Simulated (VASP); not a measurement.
Set up this calculation in VASP 6.6.1, as the native input.

- Task: relaxation of cell and atoms
- Functional: PBE
- Potentials or basis: VASP PAW PBE potentials, release 64 (In_d, Ga_d, As)
- Cutoff: 600 eV
- k mesh: 6 × 6 × 2
- Occupations: gaussian, width 0.2 eV
- Spin: no spin polarisation
- Dipole correction: no
- Further INCAR settings: ALGO = Normal; EDIFF = 1e-07; IBRION = 2; EDIFFG = -0.025; NSW = 80; ISIF = 3

The structure of In3GaAs4 lies in POSCAR:

```
In3GaAs4
1.0
    4.3471912623      0.0230263089      0.0435258932
    0.0230263089      4.2630760443      0.0424146133
    0.1237920636      0.1206314705     12.0195905568
In Ga As
3 1 4
Direct
   -0.0000788717     -0.0068293293      0.7342784967
    0.0178482135      0.0054676065      0.2620333867
    0.4961667447      0.4782670576     -0.0040978360
    0.4860458282      0.4856534098      0.5009578052
    0.5184029349      0.0492399326      0.3992294621
   -0.0109590099      0.4824596344      0.1225387614
    0.4893594622     -0.0015187161      0.8769706712
    0.0032146982      0.5072604045      0.6080892528
```

One way to write it, as run:

INCAR

```
PREC = Accurate
ENCUT = 600
EDIFF = 1E-7
ISMEAR = 0
SIGMA = 0.2
LREAL = F
LASPH = T
NELM = 60
ALGO = Normal
ISIF = 3
LWAVE = F
LCHARG = F
GGA = PE
IBRION = 2
NSW = 80
EDIFFG = -0.025
```

KPOINTS

```
Automatic mesh
0
Gamma
  6 6 2
```

Potentials or basis: VASP PAW PBE potentials, release 64 (In_d, Ga_d, As).

Launch:

```sh
$ cat potpaw_PBE.64/In_d/POTCAR potpaw_PBE.64/Ga_d/POTCAR potpaw_PBE.64/As/POTCAR > POTCAR
$ mpirun -np 1 vasp_std > vasp.out
```

Results of the run:

- Relaxed volume: 28.13 Å³/atom
- Relaxed cell: a = 4.300 Å, b = 4.299 Å, c = 12.176 Å, α = 89.98°, β = 90.02°, γ = 90.00°
- Space group after relaxing (to 0.1 Å): P-4m2 (No. 115)
- Energy gained by relaxing: 84.0 meV/atom
- Ionic steps: 20
- Pressure after relaxing: 0.0 GPa
- Largest force after relaxing: 0.013 eV/Å
- Band gap on the k mesh: zero (filled and empty bands touch)

Caveat: semilocal functionals underestimate gaps, so a narrow gap can read as zero; spin-orbit coupling is left out, which moves the levels of the heavy elements.

Wall time 78 min on 1 thread of Intel(R) Xeon(R) Platinum 8488C (Sapphire Rapids), on a shared host, peak memory 0.66 GiB.
